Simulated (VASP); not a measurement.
Wanted: the native input for a VASP 6.6.1 run.

- Task: single point
- Functional: PBE
- Potentials or basis: VASP PAW PBE potentials, release 64 (Al, N)
- Cutoff: 600 eV
- k mesh: 10 × 10 × 10
- Occupations: gaussian, width 0.02 eV
- Spin: no spin polarisation
- Dipole correction: no
- Further INCAR settings: ALGO = Normal; EDIFF = 1e-06; NBANDS = 11

The structure of AlN lies in POSCAR:

```
AlN
1.0
    0.0000000000      1.9824546844      1.9824546844
    1.9824546844      0.0000000000      1.9824546844
    1.9824546844      1.9824546844      0.0000000000
Al N
1 1
Direct
    0.5000000000      0.5000000000      0.5000000000
    0.0000000000      0.0000000000      0.0000000000
```

This cell differs from its parent crystal: strained.

These files were run (other wordings do the same):

INCAR

```
SYSTEM = AlN
ALGO     = Normal         ! electronic algorithm
EDIFF    = 1E-6           ! SCF threshold, eV
ENCUT    = 600            ! plane-wave cutoff, eV
GGA      = PE             ! functional
GGA_COMPAT= .False.      
ISIF     = 2              ! what is computed and relaxed
ISMEAR   = 0              ! smearing method
LASPH    = .True.         ! aspherical terms in the spheres
LCHARG   = .False.        ! write CHGCAR
LREAL    = .False.        ! projectors in reciprocal space
LWAVE    = .False.        ! write WAVECAR
NBANDS   = 11             ! bands
NELM     = 120            ! most SCF steps
PREC     = Accurate       ! precision mode
SIGMA    = 0.02           ! smearing width, eV
```

KPOINTS

```
k-points
0
Gamma
  10 10 10
  0 0 0
```

Potentials or basis: VASP PAW PBE potentials, release 64 (Al, N).

The run is started by

```console
$ cat potpaw_PBE.64/Al/POTCAR potpaw_PBE.64/N/POTCAR > POTCAR
$ mpirun -np 1 vasp_std > vasp.out
```

Results of the run:

| Item | Value |
| --- | --- |
| Pressure | 22.8 GPa |
| Band gap on the k mesh | 5.19 eV, indirect (least direct gap 6.55 eV) |

Caveat: the cell differs from its parent crystal (strained).

Wall time 17 s on 1 thread of AMD EPYC 7R13 (shared host), peak memory 0.11 GiB.
